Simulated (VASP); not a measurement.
Wanted: the native input for a VASP 6.6.1 run.

```yaml
Task: single point
Functional: PBE
Potentials_or_basis: VASP PAW PBE potentials, release 64 (Si, C)
Cutoff: 600 eV
k_mesh: 10 × 10 × 10
Occupations: gaussian, width 0.05 eV
Spin: no spin polarisation
Dipole_correction: no
Further_INCAR_settings: ALGO = Normal; EDIFF = 1e-06; NBANDS = 11
```

The structure of SiC lies in POSCAR:

```
SiC
1.0
    0.0000000000      2.1022643453      2.3103009211
    2.1570108126      0.0000000000      2.3103009211
    2.1570108126      2.1022643453      0.0000000000
Si C
1 1
Direct
    0.0000000000      0.0000000000      0.0000000000
    0.7500000000      0.7500000000      0.7500000000
```

This cell differs from its parent crystal: strain +e along x and -e along y -0.0350, strain +e along z and -e/2 along x and y -0.0400.

The input as run:

INCAR

```
SYSTEM = SiC
PREC = Accurate
ENCUT = 600
EDIFF = 1E-6
ISMEAR = 0
SIGMA = 0.05
LREAL = .False.
LASPH = .True.
NELM = 120
ALGO = Normal
ISIF = 2
LWAVE = .False.
LCHARG = .False.
GGA = PE
NBANDS = 11
GGA_COMPAT = .False.
```

KPOINTS

```
regular mesh
0
Gamma
  10 10 10
  0 0 0
```

Potentials or basis: VASP PAW PBE potentials, release 64 (Si, C).

Command:

```bash
$ cat potpaw_PBE.64/Si/POTCAR potpaw_PBE.64/C/POTCAR > POTCAR
$ mpirun -np 1 vasp_std > vasp.out
```

It gave:

The pressure is -0.1 GPa and the band gap on the k mesh is 0.76 eV (least direct gap 4.44 eV).

Caveat: the cell differs from its parent crystal (strain +e along x and -e along y -0.0350, strain +e along z and -e/2 along x and y -0.0400); the stress differs along the axes, from -16 to 10 GPa; semilocal functionals underestimate gaps, and a narrow one can read as zero.

It took 88 s on 1 thread of Intel Xeon 8259CL, on a shared host, peak memory 0.18 GiB.
